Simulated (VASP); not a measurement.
BP: single point with BLYP+D3(BJ)

The system is BP.

```
P B
1.0
     0.00000    2.25272    2.25272
     2.25272    0.00000    2.25272
     2.25272    2.25272    0.00000
P B
1 1
Direct
  0.75000 0.75000 0.75000
  0.00000 0.00000 0.00000
```

```json
{
  "Program": "VASP 6.6.1",
  "Task": "single point",
  "Functional": "BLYP",
  "Dispersion": "D3(BJ)",
  "Potentials or basis": "VASP PAW PBE potentials, release 64 (P, B)",
  "Cutoff": "520 eV",
  "k mesh": "10 × 10 × 10",
  "Occupations": "fermi-dirac, width 0.05 eV",
  "Spin": "no spin polarisation"
}
```

```json
{
 "Pressure": "-0.2 GPa",
 "Band gap on the k mesh": "1.51 eV, indirect (least direct gap 3.62 eV)",
 "Dispersion energy per atom": "-0.701 eV"
}
```

Levels at points of the mesh, in eV from the valence-band top:
```csv
k point,band 2,band 3,band 4,band 5,band 6,band 7
"(0.00, 0.00, 0.00)",0.00,0.00,0.00,3.62,3.62,3.62
"(0.50, 0.00, 0.00)",-8.98,-1.74,-1.74,4.09,4.96,4.96
"(0.50, 0.50, 0.00)",-8.54,-4.09,-4.09,1.62,1.96,12.39
```

It took 7.8 s on 1 thread of Intel(R) Xeon(R) Platinum 8488C (Sapphire Rapids), with other jobs on the host, peak memory 0.14 GiB.

Caveat: the PAW data sets were made with another functional, which shifts forces and pressure a little. Expect the measured gap to be larger: semilocal functionals such as BLYP lack the derivative discontinuity.
